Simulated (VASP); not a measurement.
Set up this calculation in VASP 6.6.1, as the native input.

* Task: single point
* Functional: PBEsol-based global hybrid with 25 % exact exchange
* Potentials or basis: VASP PAW PBE potentials, release 64 (Pb_d, S)
* Cutoff: 520 eV
* k mesh: 4 × 4 × 3
* Occupations: fermi-dirac, width 0.05 eV
* Spin: no spin polarisation
* Dipole correction: no
* Grid for exact exchange (PRECFOCK): Normal
* Share of exact exchange: 0.25
* Further INCAR settings: ALGO = Normal; EDIFF = 1e-07; NBANDS = 28

Crystal: PbS.

```
Pb S
1.0
     2.04236   -5.84902    0.00000
     2.04236    5.84902    0.00000
     0.00000    0.00000    4.22928
Pb S
2 2
Cartesian
  2.0424 4.3364 1.0573
  2.0424 -4.3364 3.1720
  2.0424 1.6746 1.0573
  2.0424 -1.6746 3.1720
```

The input as run:

POSCAR

```
PbS
1.0
    2.0423645965     -5.8490172086      0.0000000000
    2.0423645965      5.8490172086      0.0000000000
    0.0000000000      0.0000000000      4.2292849669
Pb S
2 2
Direct
    0.1293064371      0.8706935629      0.2500000000
    0.8706935629      0.1293064371      0.7500000000
    0.3568500497      0.6431499503      0.2500000000
    0.6431499503      0.3568500497      0.7500000000
```

INCAR.step1

```
SYSTEM = PbS
PREC = Accurate
ENCUT = 520
EDIFF = 1E-5
ISMEAR = -1
SIGMA = 0.05
LREAL = .False.
LASPH = .True.
NELM = 60
ALGO = Normal
ISIF = 2
LWAVE = .True.
LCHARG = .False.
GGA = PE
NBANDS = 28
KPAR = 4
```

INCAR.step2

```
SYSTEM = PbS
PREC = Accurate
ENCUT = 520
EDIFF = 1E-7
ISMEAR = -1
SIGMA = 0.05
LREAL = .False.
LASPH = .True.
NELM = 60
ALGO = Normal
ISIF = 2
LWAVE = .False.
LCHARG = .False.
GGA = PS
LHFCALC = .True.
AEXX = 0.25
PRECFOCK = Normal
ISTART = 1
NBANDS = 28
KPAR = 4
```

KPOINTS

```
regular mesh
0
Gamma
  4 4 3
  0 0 0
```

Potentials or basis: VASP PAW PBE potentials, release 64 (Pb_d, S).

Run with:

```bash
$ cat potpaw_PBE.64/Pb_d/POTCAR potpaw_PBE.64/S/POTCAR > POTCAR
$ cp INCAR.step1 INCAR
$ mpirun -np 4 vasp_std > vasp.out
$ cp INCAR.step2 INCAR
$ mpirun -np 4 vasp_std > vasp.out
```

It gave:

- Pressure: -0.2 GPa
- Largest force: 0.010 eV/Å
- Band gap on the k mesh: 2.21 eV (least direct gap 2.44 eV)

Caveat: the k points lie up to 0.50 Å⁻¹ apart; the PAW data sets were made with another functional, which shifts forces and pressure a little; spin-orbit coupling is left out, which moves the levels of the heavy elements; an odd mesh through Γ misses points on the zone boundary, where band edges can lie.

It took 32 min on 4 MPI ranks on AMD EPYC 7R43 64-Core Processor (Zen 3) (shared host), peak memory 0.27 GiB a rank.
